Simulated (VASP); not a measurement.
# Al in VASP: a series of runs, part 2 of 2

VASP 6.6.1. The steps go on from the part before.

## Step 5: Relaxation of cell and atoms, PBEsol

This run uses another cell than the first one: it holds 6 atoms, not 1.

File INCAR:

```
SYSTEM = Al
ALGO = Normal
EDIFF = 1E-7
EDIFFG = -0.015
ENCUT = 500
GGA = PS
GGA_COMPAT = .FALSE.
IBRION = 2
ISIF = 3
ISMEAR = 0
LASPH = .TRUE.
LCHARG = .FALSE.
LREAL = .FALSE.
LWAVE = .FALSE.
NELM = 120
NELMIN = 4
NSW = 80
PREC = Accurate
SIGMA = 0.1
```

File KPOINTS:

```
k-points
0
G
  8 8 8
  0 0 0
```

File POSCAR:

```
Al
1.0
    4.0153926002      2.0076963001     -2.0076963001
    2.0076963001      4.0153926002      2.0076963001
    4.0153926002     -2.0076963001      2.0076963001
Al
6
Direct
    0.5000000000      0.0000000000      0.5000000000
    0.8333333333      0.3333333333      0.5000000000
    0.0000000000      0.0000000000      0.0000000000
    0.3333333333      0.3333333333      0.0000000000
    0.6666666667      0.6666666667      0.0000000000
    0.1666666667      0.6666666667      0.5000000000
```

Potentials or basis: VASP PAW PBE potentials, release 64 (Al).

Started as:

```bash
cat potpaw_PBE.64/Al/POTCAR > POTCAR
mpirun -np 1 vasp_std > vasp.out
```

OUTCAR:

```text
SYSTEM = Al
   EDIFF = 1E-7
   EDIFFG = -0.015
   ENCUT = 500
   GGA = PS
   IBRION = 2
   ISIF = 3
   ISMEAR = 0
   LASPH = .TRUE.
   LREAL = .FALSE.
   NELM = 120
   NELMIN = 4
   NSW = 80
   PREC = Accurate

 ion  position               nearest neighbor table
   1  0.500  0.000  0.500-   2 2.84   6 2.84   4 2.84   5 2.84   4 2.84   5 2.84   3 2.84   3 2.84
                             6 2.84   2 2.84   2 2.84   6 2.84
   2  0.833  0.333  0.500-   1 2.84   6 2.84   6 2.84   3 2.84   3 2.84   5 2.84   4 2.84   4 2.84
                             1 2.84   1 2.84   5 2.84   6 2.84
   3  0.000  0.000  0.000-   4 2.84   5 2.84   2 2.84   6 2.84   2 2.84   6 2.84   1 2.84   1 2.84
                             5 2.84   4 2.84   5 2.84   4 2.84
   4  0.333  0.333  0.000-   3 2.84   5 2.84   5 2.84   1 2.84   1 2.84   6 2.84   2 2.84   2 2.84
                             3 2.84   3 2.84   6 2.84   5 2.84
   5  0.667  0.667  0.000-   4 2.84   4 2.84   3 2.84   1 2.84   2 2.84   1 2.84   6 2.84   6 2.84
                             3 2.84   3 2.84   2 2.84   4 2.84
   6  0.167  0.667  0.500-   2 2.84   2 2.84   1 2.84   3 2.84   4 2.84   3 2.84   5 2.84   5 2.84
                             1 2.84   1 2.84   4 2.84   2 2.84

  LATTYP: Found a base centered monoclinic cell.
 ALAT       =     4.9178314937
 B/A-ratio  =     1.7320508076
 C/A-ratio  =     1.0000000000
 COS(beta)  =    -0.3333333333

  Lattice vectors:

 A1 = (  -2.0076963001,   2.0076963001,   4.0153926002)
 A2 = (  -2.0076963001,  -4.0153926002,  -2.0076963001)
 A3 = (   4.0153926002,  -2.0076963001,   2.0076963001)

Analysis of symmetry for initial positions (statically):
=====================================================================
 Subroutine PRICEL returns following result:

  LATTYP: Found a face centered cubic cell.
 ALAT       =     4.0153926010

  Lattice vectors:

 A1 = (  -2.0076963005,  -2.0076963005,   0.0000000000)
 A2 = (  -2.0076962999,   0.0000000002,  -2.0076963001)
 A3 = (   0.0000000004,  -2.0076962997,  -2.0076963001)

   6 primitive cells build up your supercell.
[... 165 lines left out ...]
  volume of cell :       97.11
 maximum number of plane-waves:      2496
   NGX = 17   NGY = 17   NGZ = 17

--------------------------------------- Ionic step        1  -------------------------------------------

 number of electron      18.0000000 magnetization

 Free energy of the ion-electron system (eV)
  ---------------------------------------------------
  ext. energy  EPLUGINS =         0.00000000
  ---------------------------------------------------
  free energy    TOTEN  =       -24.54863249 eV

  energy without entropy =      -24.53498866  energy(sigma->0) =      -24.54181057

------------------------ aborting loop because EDIFF is reached ----------------------------------------

  FORCE on cell =-STRESS in cart. coord.  units (eV):
  Direction    XX          YY          ZZ          XY          YZ          ZX
  --------------------------------------------------------------------------------------
  -------------------------------------------------------------------------------------
  Total       -0.1884212      0.0073643      0.0073643     -0.0265887     -0.1609895      0.0265887
  in kB       -3.1086022      0.1214970      0.1214970     -0.4386646     -2.6560285      0.4386646
  external PRESSURE =      -0.9552027 kB  Pullay stress =       0.0000000 kB
[... 107 lines left out ...]
--------------------------------------- Ionic step        4  -------------------------------------------

 number of electron      18.0000000 magnetization

 Free energy of the ion-electron system (eV)
  ---------------------------------------------------
  ext. energy  EPLUGINS =         0.00000000
  ---------------------------------------------------
  free energy    TOTEN  =       -24.54967123 eV

  energy without entropy =      -24.53691095  energy(sigma->0) =      -24.54329109

 E-fermi :   8.1983     XC(G=0): -10.3313

 val. band max:        8.1954219350   @ k =  -0.3750  -0.0000   0.1250
 cond. band min:       8.2112462668   @ k =  -0.1250   0.1250   0.2500
 fundamental gap:      0.0158243318
 Fermi energy:         8.1983108424

 k-point     1 :       0.0000    0.0000    0.0000
  band No.  band energies     occupation
      1      -3.1081      2.00000
      2       3.4567      2.00000
      3       3.6906      2.00000
      4       4.8472      2.00000
      5       4.8472      2.00000
      6       5.3661      2.00000
      7       5.3661      2.00000
      8       5.6756      2.00000
      9       5.6756      2.00000
     10       7.1015      2.00000
     11       7.1015      2.00000
     12       8.6471      0.00000
     13       8.6471      0.00000
[... 354 lines left out ...]
  band No.  band energies     occupation
      1      -2.5845      2.00000
      2       2.3272      2.00000
      3       3.4066      2.00000
      4       3.4954      2.00000
      5       3.9954      2.00000
      6       4.2551      2.00000
      7       4.6433      2.00000
      8       5.9575      2.00000
      9       7.2652      2.00000
     10       7.7553      2.00000
     11       9.2240      0.00000
     12       9.4762      0.00000
     13      10.7238      0.00000

 [... further k-points ...]
[... 5 lines left out ...]
  --------------------------------------------------------------------------------------
  -------------------------------------------------------------------------------------
  Total        0.0402025     -0.0302796     -0.0302796     -0.0690711     -0.0307735      0.0690711
  in kB        0.6639744     -0.5000901     -0.5000901     -1.1407617     -0.5082470      1.1407617
  external PRESSURE =      -0.1120686 kB  Pullay stress =       0.0000000 kB
[... 21 lines left out ...]
  FREE ENERGIE OF THE ION-ELECTRON SYSTEM (eV)
  ---------------------------------------------------
  free  energy   TOTEN  =       -24.5496712298 eV

  energy  without entropy=      -24.5369109538  energy(sigma->0) =      -24.54329109

 reached required accuracy - stopping structural energy minimisation
```

OSZICAR:

```text
N       E                     dE             d eps       ncg     rms          rms(c)
DAV:   1     0.179149179422E+02    0.17915E+02   -0.62057E+03  3900   0.105E+03
DAV:   2    -0.230637470778E+02   -0.40979E+02   -0.38704E+02  4873   0.127E+02
DAV:   3    -0.247037714900E+02   -0.16400E+01   -0.15776E+01  5111   0.224E+01
DAV:   4    -0.247224135344E+02   -0.18642E-01   -0.18591E-01  4540   0.268E+00
[... 22 lines left out ...]
DAV:   1    -0.245497261007E+02   -0.32833E-03   -0.40100E-03  4523   0.375E-01    0.416E-02
DAV:   2    -0.245496911191E+02    0.34982E-04   -0.42017E-05  4190   0.427E-02    0.219E-02
DAV:   3    -0.245496714934E+02    0.19626E-04   -0.23343E-05  4440   0.246E-02    0.370E-03
DAV:   4    -0.245496713174E+02    0.17601E-06   -0.55994E-07  4123   0.509E-03    0.258E-03
DAV:   5    -0.245496712298E+02    0.87589E-07   -0.12328E-08  2195   0.784E-04
   4 F= -.24549671E+02 E0= -.24543291E+02  d E =-.273359E-03
```

Wall time 3 min (1 thread of AMD EPYC 9R45 (Zen 5), shared host); peak memory 0.26 GiB.

What came out:

- Free energy: -24.5497 eV
- Relaxed volume: 16.17 Å³/atom
- Relaxed cell: a = 4.910 Å, b = 4.905 Å, c = 4.923 Å, α = 80.58°, β = 70.91°, γ = 59.97°
- Space group after relaxing (to 0.05 Å): Fm-3m (No. 225)
- Energy gained by relaxing: 0.2 meV/atom
- Ionic steps: 4
- Pressure after relaxing: 0.0 GPa
- Band gap on the k mesh: zero (band 9 reaches 10.66 eV, above the bottom of band 10 at 6.31 eV)

The path:
```
step  energy change (eV)  largest force (eV/Å)  pressure (GPa)  volume (Å³)
   1              0.0000                0.0000           -0.10        97.11
   2             -0.0006                0.0000            0.02        96.98
   3             -0.0008                0.0000            0.13        96.84
   4             -0.0010                0.0000           -0.01        97.01
```

Final structure:
```
Al
1.0
     4.00076    2.01262   -2.01262
     2.00038    4.00933    1.99671
     4.00874   -2.02058    2.02058
Al
6
Direct
  0.50000 0.00000 0.50000
  0.83333 0.33333 0.50000
  0.00000 0.00000 0.00000
  0.33333 0.33333 0.00000
  0.66667 0.66667 0.00000
  0.16667 0.66667 0.50000
```

Levels at points of the mesh, in eV from the Fermi level:
| k point | band 5 | band 6 | band 7 | band 8 | band 9 | band 10 | band 11 | band 12 | band 13 |
| --- | --- | --- | --- | --- | --- | --- | --- | --- | --- |
| (0.00, 0.00, 0.00) | -3.35 | -2.83 | -2.83 | -2.52 | -2.52 | -1.10 | -1.10 | 0.45 | 0.45 |
| (0.50, 0.00, 0.00) | -4.65 | -4.65 | -0.78 | -0.78 | -0.51 | -0.51 | 2.81 | 2.81 | 3.58 |
| (0.00, 0.50, 0.00) | -2.97 | -2.85 | -2.85 | -2.57 | -2.57 | -1.60 | 2.99 | 2.99 | 3.67 |
| (0.00, 0.00, 0.50) | -3.18 | -3.18 | -1.80 | -1.80 | -1.80 | -1.80 | 1.35 | 1.35 | 1.35 |
| (0.50, 0.00, 0.50) | -4.69 | -4.39 | -3.02 | -1.67 | 1.66 | 1.66 | 3.06 | 3.06 | 3.18 |
| (0.00, 0.50, 0.50) | -5.12 | -5.12 | -0.88 | -0.88 | 2.46 | 2.46 | 2.46 | 2.46 | 3.69 |

Caveat: the PAW data sets were made with another functional, which shifts forces and pressure a little.

## Step 6: The runs side by side

| task | cell | k mesh | cutoff (eV) | gap on the mesh (eV) | pressure (GPa) |
| --- | --- | --- | --- | --- | --- |
| relaxation of cell and atoms | relaxed to -3 GPa from a = 2.866 Å, angles 60.0°, 1 atom | 18 × 18 × 18 | 600 | none | -3.0 |
| relaxation of cell and atoms | relaxed to 30 GPa from a = 2.642 Å, angles 60.0°, 1 atom | 20 × 20 × 20 | 600 | none | 30.0 |
| single point | a = 4.873, b = 4.883, c = 4.979 Å, angles 80.6, 70.8, 60.1°, 6 atoms | 8 × 8 × 8 | 500 | none | 0.1 |
| relaxation of cell and atoms | relaxed from a = 4.918 Å, angles 80.4, 70.5, 60.0°, 6 atoms | 8 × 8 × 8 | 500 | none | 0.0 |

Alike in all rows: level PBEsol; potentials or basis VASP PAW PBE potentials, release 64 (Al); no spin polarisation; smearing gaussian 0.1 eV.

Caveats: the PAW data sets were made with another functional, which shifts forces and pressure a little; the cell is relaxed towards a set pressure, so the enthalpy falls and the energy may rise (some runs).

Total energies depend on the potentials used, so only differences within one code and one set of settings carry meaning.
